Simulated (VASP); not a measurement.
# H13ClO6 in VASP: further runs

Runs on H13ClO6. Level: PBE. Tasks: single point.

Everything below comes from runs of VASP 6.6.1. Logs are shortened: lines on timing, memory, paths and dates and some standing lists are left out, and cuts for length are marked.

### 1 The cell of the first run

The cell holds a disordered packing, 20 atoms: a = 6.136 Å, b = 6.136 Å, c = 6.136 Å, α = 90.00°, β = 90.00°, γ = 90.00°.

### 2 Single point, PBE

INCAR reads:

```
SYSTEM = H13ClO6
PREC     = Accurate       ! precision mode
ENCUT    = 520            ! plane-wave cutoff, eV
EDIFF    = 1E-6           ! SCF threshold, eV
ISMEAR   = -1             ! smearing method
SIGMA    = 0.05           ! smearing width, eV
LREAL    = Auto         
LASPH    = .True.         ! aspherical terms in the spheres
NELM     = 100            ! most SCF steps
ALGO     = Normal         ! electronic algorithm
ISIF     = 2              ! what is computed and relaxed
LWAVE    = .False.        ! write WAVECAR
LCHARG   = .True.         ! write CHGCAR
GGA      = PE             ! functional
LELF     = .True.         ! ELF
LVHAR    = .True.       
NBANDS   = 44             ! bands
```

KPOINTS reads:

```
Automatic mesh
0
Gamma
  1 1 1
  0 0 0
```

POSCAR reads:

```
H13ClO6
1.0
    6.1357920000      0.0000000000      0.0000000000
    0.0000000000      6.1357920000      0.0000000000
    0.0000000000      0.0000000000      6.1357920000
O H Cl
6 13 1
Direct
    0.4067934506      0.6289978539      0.9324468626
    0.0926367778      0.0655009166      0.8476004402
    0.9188870809      0.7094275686      0.1224780762
    0.5590150383      0.1885657141      1.0084109761
    0.2618406882      1.0650784772      0.2236223131
    0.6018130993      1.0107904570      0.5737482627
    0.2516219585      0.6262272254      0.9923739266
    0.4001439423      0.6652930869      0.7805349334
    0.0963526795      0.1290134998      0.6956559153
   -0.0498876103      0.1161708220      0.8922564520
    0.8383269837      0.8267881310      0.0347143449
    0.8161130625      0.6159107088      0.1912385557
    0.5607589045      0.3512179031      0.9997242410
    0.5108386986      0.1402100984      0.8519682545
    0.3901533820      1.0833809230      0.1090160814
    0.1609083228      0.9375154829      0.2105514659
    0.4509605280      1.0027067410      0.5313902427
    0.6735886745      1.1269449812      0.5125499691
    1.1787720314      0.1698884186      0.3436720150
    0.9710237896      0.3484146790      0.4121391338
```

Potentials or basis: VASP PAW PBE potentials, release 64 (O, H, Cl).

On the command line:

```bash
> cat potpaw_PBE.64/O/POTCAR potpaw_PBE.64/H/POTCAR potpaw_PBE.64/Cl/POTCAR > POTCAR
> mpirun -np 1 vasp_gam > vasp.out
```

OUTCAR:

```text
SYSTEM = H13ClO6
   PREC = Accurate
   ENCUT = 520
   EDIFF = 1E-6
   ISMEAR = -1
   LREAL = Auto
   LASPH = .True.
   NELM = 100
   ISIF = 2
   GGA = PE

 ion  position               nearest neighbor table
   1  0.407  0.629  0.932-   8 0.96   7 1.02
   2  0.093  0.066  0.848-  10 0.97   9 1.01
   3  0.919  0.709  0.122-  12 0.95  11 1.03
   4  0.559  0.189  0.008-  13 1.00  14 1.05  15 1.37
   5  0.262  0.065  0.224-  16 1.00  15 1.06  19 1.10
   6  0.602  0.011  0.574-  18 0.92  17 0.96
   7  0.252  0.626  0.992-   1 1.02
   8  0.400  0.665  0.781-   1 0.96
   9  0.096  0.129  0.696-   2 1.01
  10  0.950  0.116  0.892-   2 0.97
  11  0.838  0.827  0.035-   3 1.03
  12  0.816  0.616  0.191-   3 0.95
  13  0.561  0.351  1.000-   4 1.00
  14  0.511  0.140  0.852-   4 1.05
  15  0.390  0.083  0.109-   5 1.06   4 1.37
  16  0.161  0.938  0.211-   5 1.00
  17  0.451  0.003  0.531-   6 0.96
  18  0.674  0.127  0.513-   6 0.92
  19  0.179  0.170  0.344-   5 1.10  20 1.73
  20  0.971  0.348  0.412-  19 1.73

  LATTYP: Found a simple cubic cell.
 ALAT       =     6.1357920000

  Lattice vectors:

 A1 = (   6.1357920000,   0.0000000000,   0.0000000000)
 A2 = (   0.0000000000,   6.1357920000,   0.0000000000)
 A3 = (   0.0000000000,   0.0000000000,   6.1357920000)

Analysis of symmetry for initial positions (statically):
=====================================================================
 Subroutine PRICEL returns:
 Original cell was already a primitive cell.

 Routine SETGRP: Setting up the symmetry group for a
 simple cubic supercell.

 Subroutine GETGRP returns: Found  1 space group operations
 (whereof  1 operations were pure point group operations)
 out of a pool of 48 trial point group operations.

The static configuration has the point symmetry C_1 .

Analysis of symmetry for dynamics (positions and initial velocities):
=====================================================================
 Subroutine PRICEL returns:
 Original cell was already a primitive cell.

 Routine SETGRP: Setting up the symmetry group for a
 simple cubic supercell.

 Subroutine GETGRP returns: Found  1 space group operations
 (whereof  1 operations were pure point group operations)
 out of a pool of 48 trial point group operations.

The dynamic configuration has the point symmetry C_1 .

 Subroutine INISYM returns: Found  1 space group operations
 (whereof  1 operations are pure point group operations),
 and found     1 'primitive' translations

----------------------------------------------------------------------------------------

                                     Primitive cell

  volume of cell :     231.0000

  direct lattice vectors                    reciprocal lattice vectors
     6.135792000  0.000000000  0.000000000     0.162978145  0.000000000  0.000000000
     0.000000000  6.135792000  0.000000000     0.000000000  0.162978145  0.000000000
     0.000000000  0.000000000  6.135792000     0.000000000  0.000000000  0.162978145

  length of vectors
     6.135792000  6.135792000  6.135792000     0.162978145  0.162978145  0.162978145

  position of ions in fractional coordinates (direct lattice)
     0.406793451  0.628997854  0.932446863
     0.092636778  0.065500917  0.847600440
     0.918887081  0.709427569  0.122478076
     0.559015038  0.188565714  0.008410976
     0.261840688  0.065078477  0.223622313
     0.601813099  0.010790457  0.573748263
[... 12 lines left out ...]
     0.178772031  0.169888419  0.343672015
     0.971023790  0.348414679  0.412139134

  ion indices of the primitive-cell ions
   primitive index   ion index
                 1           1
                 2           2
                 3           3
                 4           4
                 5           5
                 6           6
[... 12 lines left out ...]
                19          19
                20          20

----------------------------------------------------------------------------------------

 KPOINTS: Automatic mesh

Automatic generation of k-mesh.
 Grid dimensions read from file:
 generate k-points for:    1    1    1

 Generating k-lattice:

  Cartesian coordinates                     Fractional coordinates (reciprocal lattice)
     0.162978145  0.000000000  0.000000000     1.000000000  0.000000000  0.000000000
     0.000000000  0.162978145  0.000000000     0.000000000  1.000000000  0.000000000
     0.000000000  0.000000000  0.162978145     0.000000000  0.000000000  1.000000000

  Length of vectors
     0.162978145  0.162978145  0.162978145

  Shift w.r.t. Gamma in fractional coordinates (k-lattice)
     0.000000000  0.000000000  0.000000000

 Subroutine IBZKPT returns following result:
 ===========================================

 Found      1 irreducible k-points:

 Following reciprocal coordinates:
            Coordinates               Weight
  0.000000  0.000000  0.000000      1.000000
   k-points           NKPTS =      1   k-points in BZ     NKDIM =      1   number of bands    NBANDS=     44
   number of dos      NEDOS =    301   number of ions     NIONS =     20
   total plane-waves  NPLWV = 110592
   dimension x,y,z NGX =    48 NGY =   48 NGZ =   48
   dimension x,y,z NGXF=    96 NGYF=   96 NGZF=   96
   ions per type =               6  13   1
   NGX,Y,Z   is equivalent  to a cutoff of  13.01, 13.01, 13.01 a.u.
   NGXF,Y,Z  is equivalent  to a cutoff of  26.01, 26.01, 26.01 a.u.
 SYSTEM =  H13ClO6
   PREC   = accura    normal or accurate (medium, high low for compatibility)
   ISTART =      0    job   : 0-new  1-cont  2-samecut
   ICHARG =      2    charge: 1-file 2-atom 10-const
   ISPIN  =      1    spin polarized calculation?
   LNONCOLLINEAR =      F non collinear calculations
   LSORBIT =      F    spin-orbit coupling
   LASPH  =      T    aspherical Exc in radial PAW
   ENCUT  =  520.0 eV  38.22 Ry    6.18 a.u.  11.41 11.41 11.41*2*pi/ulx,y,z
   NELM   =    100;   NELMIN=  2; NELMDL= -5     # of ELM steps
   EDIFF  = 0.1E-05   stopping-criterion for ELM
   LREAL  =      T    real-space projection
   EDIFFG = 0.1E-04   stopping-criterion for IOM
   NSW    =      0    number of steps for IOM
   IBRION =     -1    ionic relax: 0-MD 1-quasi-New 2-CG
   NFREE  =      0    steps in history (QN), initial steepest desc. (CG)
   ISIF   =      2    stress and relaxation
   ISYM   =      2    0-nonsym 1-usesym 2-fastsym
   POTIM  = 0.5000    time-step for ionic-motion
   TEBEG  =    0.0;   TEEND  =   0.0 temperature during run
   PSTRESS=    0.0 pullay stress
   NELECT =      56.0000    total number of electrons
   NUPDOWN=      -1.0000    fix difference up-down
   EMIN   =  10.00;   EMAX   =-10.00  energy-range for DOS
   EFERMI =   0.00;   METHOD = LEGACY
   ISMEAR =    -1;   SIGMA  =   0.05  broadening in eV -4-tet -1-fermi 0-gaus
   EFERMI_NEDOS =   21; number of points for ismear=-14 and -15
   IALGO  =     38    algorithm
   IMIX   =      4    mixing-type and parameters
     AMIX     =   0.40;   BMIX     =  1.00
     AMIX_MAG =   1.60;   BMIX_MAG =  1.00
  volume/ion in A,a.u.               =      11.55        77.94
  Fermi-wavevector in a.u.,A,eV,Ry     =   1.020783  1.929001 14.177250  1.041998
  Thomas-Fermi vector in A             =   2.154372
   LORBIT       =      0    0 simple, 1 ext, 2 COOP (PROOUT), +10 PAW based schemes
   GGA     = PE    functional components
   LHFCALC =     F    Hartree Fock is set to
   AEXX    =    0.0000 exact exchange contribution
   IVDW    =     0    specifies the selected vdW correction
   LEPSILON=     F    determine dielectric tensor
   LRPA    =     F    only Hartree local field effects (RPA)
 non-spin polarized calculation
  energy-cutoff  :      520.00
  volume of cell :      231.00
 maximum number of plane-waves:      3118
 NGX is ok and might be reduce to    48
   NGX = 23   NGY = 23   NGZ = 23

 number of electron      56.0000005 magnetization

 Free energy of the ion-electron system (eV)
  ---------------------------------------------------
  ext. energy  EPLUGINS =         0.00000000
  ---------------------------------------------------
  free energy    TOTEN  =       -92.42854959 eV

  energy without entropy =      -92.42854959  energy(sigma->0) =      -92.42854959

 E-fermi :  -1.9535     XC(G=0):  -6.6601

 val. band max:       -3.1455485228   @ k =   0.0000   0.0000   0.0000
 cond. band min:       0.9382919059   @ k =   0.0000   0.0000   0.0000
 fundamental gap:      4.0838404287
 Fermi energy:        -1.9534956439

 k-point     1 :       0.0000    0.0000    0.0000
  band No.  band energies     occupation
      1     -23.4006      2.00000
      2     -22.5000      2.00000
      3     -22.2769      2.00000
      4     -21.9529      2.00000
      5     -21.7592      2.00000
      6     -21.6173      2.00000
[... 32 lines left out ...]
     39       6.7048      0.00000
     40       7.2465      0.00000
 [bands above 40 left out]

------------------------ aborting loop because EDIFF is reached ----------------------------------------

  FORCE on cell =-STRESS in cart. coord.  units (eV):
  Direction    XX          YY          ZZ          XY          YZ          ZX
  --------------------------------------------------------------------------------------
  -------------------------------------------------------------------------------------
  Total       -1.1212732      0.7982024      1.7521949      1.3478752     -1.6018557     -0.6583415
  in kB       -7.7769646      5.5361993     12.1529333      9.3486384    -11.1102055     -4.5661473
  external PRESSURE =       3.3040560 kB  Pullay stress =       0.0000000 kB

 VOLUME and BASIS-vectors are now :
 -----------------------------------------------------------------------------
  energy-cutoff  :      520.00
  volume of cell :      231.00
      direct lattice vectors                 reciprocal lattice vectors
     6.135792000  0.000000000  0.000000000     0.162978145  0.000000000  0.000000000
     0.000000000  6.135792000  0.000000000     0.000000000  0.162978145  0.000000000
     0.000000000  0.000000000  6.135792000     0.000000000  0.000000000  0.162978145

 POSITION                                       TOTAL-FORCE (eV/Angst)
 -----------------------------------------------------------------------------------
      2.49600      3.85940      5.72130        -1.217227     -0.404700      1.512347
      0.56840      0.40190      5.20070         0.144969      0.382319     -2.084660
      5.63810      4.35290      0.75150         0.346051      2.808633     -1.933554
      3.43000      1.15700      0.05161         0.079797     -0.324984     -2.493366
      1.60660      0.39931      1.37210        -1.287991     -2.151940      2.135953
      3.69260      0.06621      3.52040        -1.537081     -3.084381      2.624009
[... 12 lines left out ...]
      1.09691      1.04240      2.10870         0.007339      0.558892     -1.372983
      5.95800      2.13780      2.52880         0.059387     -0.368139      0.837366
 -----------------------------------------------------------------------------------
    total drift:                               -0.005555     -0.006669      0.017343

  FREE ENERGIE OF THE ION-ELECTRON SYSTEM (eV)
  ---------------------------------------------------
  free  energy   TOTEN  =       -92.4285495868 eV

  energy  without entropy=      -92.4285495866  energy(sigma->0) =      -92.42854959
```

Wall time 12 s (1 thread of AMD EPYC 9R45 (Zen 5), shared host); peak memory 0.26 GiB.

Results:

| Quantity | Value |
| --- | --- |
| Free energy | -92.4285 eV |
| Pressure | 0.3 GPa |
| Largest force | 4.331 eV/Å |

Forces in eV/Å, atoms in the order of the input:
```
O   -1.217 -0.405  1.512
O    0.145  0.382 -2.085
O    0.346  2.809 -1.934
O    0.080 -0.325 -2.493
O   -1.288 -2.152  2.136
O   -1.537 -3.084  2.624
H    1.409  0.035 -0.993
H   -0.302  0.154 -0.485
H   -0.258 -0.381  1.099
H   -0.293  0.255  0.316
H    0.754 -1.839  1.146
H   -0.663 -0.491  0.572
H   -0.553 -0.545  0.056
H    1.185  0.588  1.513
H    0.102  1.295  0.490
H    0.520  0.458 -0.368
H   -0.109  0.263 -0.756
H    1.612  2.792 -1.816
H    0.007  0.559 -1.373
Cl   0.059 -0.368  0.837
```

Caveat: the k points lie up to 1.02 Å⁻¹ apart, too coarse for converged energies, forces and pressures; the atoms stand as in a frame of molecular dynamics.

### 3 Single point, PBE

INCAR reads:

```
  PREC = Accurate
  ENCUT = 520
  EDIFF = 1E-6
  ISMEAR = -1
  SIGMA = 0.05
  LREAL = Auto
  LASPH = T
  NELM = 80
  ALGO = Normal
  ISIF = 2
  LWAVE = F
  LCHARG = F
  GGA = PE
  NBANDS = 44
```

KPOINTS reads:

```
Automatic mesh
0
Gamma
  1 1 1
```

POSCAR reads:

```
H13ClO6
1.0
    6.1357920000      0.0000000000      0.0000000000
    0.0000000000      6.1357920000      0.0000000000
    0.0000000000      0.0000000000      6.1357920000
O H Cl
6 13 1
Direct
    0.3571992010      0.5460908714      0.7922367642
    0.0460087304      0.0690049467      0.8034333628
    0.9672752923      0.7547354930      0.1388573798
    0.4729625776      0.1933572716      1.0022667000
    0.3027319049      0.9858222052      0.2798008798
    0.6067676349      1.0692507178      0.6177034684
    0.3450899248      0.6978235247      0.8191933494
    0.3111252793      0.4898797091      0.6407322804
    0.0911210810      0.2210635563      0.7442559982
   -0.0846019552      0.1194629805      0.8856558371
    0.9984367136      0.7325378696     -0.0188565714
    0.9550845270      0.6146394793      0.2131917118
    0.3845795294      0.3076538449      0.9339299637
    0.5073183706      0.1140684039      0.8372187323
    0.3865352672      1.0972340653      0.0906973378
    0.2050428046      0.8492465194      0.2783177787
    0.5311294777      0.9908419321      0.5058515673
    0.7070154921      1.1742086433      0.5688589183
    1.2074398871      0.1047460540      0.3103592821
    1.0031793777      0.3789404856      0.4551001729
```

Potentials or basis: VASP PAW PBE potentials, release 64 (O, H, Cl).

On the command line:

```bash
> cat potpaw_PBE.64/O/POTCAR potpaw_PBE.64/H/POTCAR potpaw_PBE.64/Cl/POTCAR > POTCAR
> mpirun -np 1 vasp_gam > vasp.out
```

It took 10 s on 1 thread of AMD EPYC 9R45 (Zen 5), shared host; peak memory 0.26 GiB.

Results (log left out):

```yaml
Free_energy: -92.8588 eV
Pressure: 1.4 GPa
Largest_force: 4.991 eV/Å
```

Forces in eV/Å, atoms in the order of the input:
```
O    0.041 -2.638 -1.231
O    0.020  2.298  0.486
O    0.157  0.344 -0.925
O    2.511  0.633 -4.267
O    0.509 -2.661  0.578
O   -1.548 -1.147  2.747
H   -0.370  1.014 -0.450
H   -0.065  1.537  1.467
H   -0.622 -2.008  0.063
H    0.724 -0.800 -0.211
H   -0.252 -0.036  1.076
H   -0.077 -0.537  0.000
H   -0.380  1.521  0.379
H    0.643  0.403  0.945
H   -1.381 -1.974  1.686
H    0.269  1.410 -0.616
H   -0.525 -0.027 -1.118
H    1.609  1.330 -1.175
H   -1.449  1.145  0.887
Cl   0.186  0.193 -0.320
```

Stress tensor (GPa, compression positive):
```
 2.04  0.58 -0.48
 0.58  2.28 -3.46
-0.48 -3.46 -0.08
```

Levels at points of the mesh, in eV from the Fermi level:
```tsv
k point	band 24	band 25	band 26	band 27	band 28	band 29	band 30	band 31	band 32	band 33
(0.00, 0.00, 0.00)	-2.21	-2.16	-1.77	-1.64	-1.19	2.70	5.52	6.34	6.51	6.70
```

Caveat: the k points lie up to 1.02 Å⁻¹ apart, too coarse for converged energies, forces and pressures; the atoms stand as in a frame of molecular dynamics.

(Continued in part 2 of 2.)
